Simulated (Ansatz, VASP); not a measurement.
Mn: VASP beside Ansatz

```
CELL_PARAMETERS angstrom
-1.58323 1.58323 1.58323
1.58323 -1.58323 1.58323
1.58323 1.58323 -1.58323
ATOMIC_POSITIONS crystal
Mn 0.00000 0.00000 0.00000
```

Alike in both runs: functional r2SCAN; k mesh 18 × 18 × 18; occupations gaussian, width 0.1 eV; collinear spin.

Ansatz relaxed the structure, and its values are those at the end. VASP's run is a single point on that final structure, the one shown.

|  | VASP | Ansatz |
| --- | --- | --- |
| version | VASP 6.6.1 | Ansatz 0.2.0 |
| potentials or method | VASP PAW PBE potentials, release 64 (Mn_pv), cutoff 520 eV | scalar-relativistic, plane waves, PAW |
| valence electrons in the cell | 13 | 15 |

|  | VASP | Ansatz | Ansatz less VASP |
| --- | --- | --- | --- |
| gap on the k mesh at the Fermi level (eV) | none | none | - |
| pressure (GPa) | 0.1 | 0.1 | 0.00 |
| net moment per atom (μB) | 3.89 | 3.89 | -0.003 |
| size of the moment on the site where the two differ most (μB) | 3.86 | 3.89 | +0.024 |

VASP's potentials were made for PBE, not for r2SCAN. Site moments also hang on the region over which each program counts them. A gap of «none» marks a metal or a gap that the smearing closes. The functional is the same, so the differences come from potentials, cutoffs and numerics. VASP's potentials hold 13 valence electrons a cell and Ansatz's 15, so a difference there can come from the potentials and not from the codes.
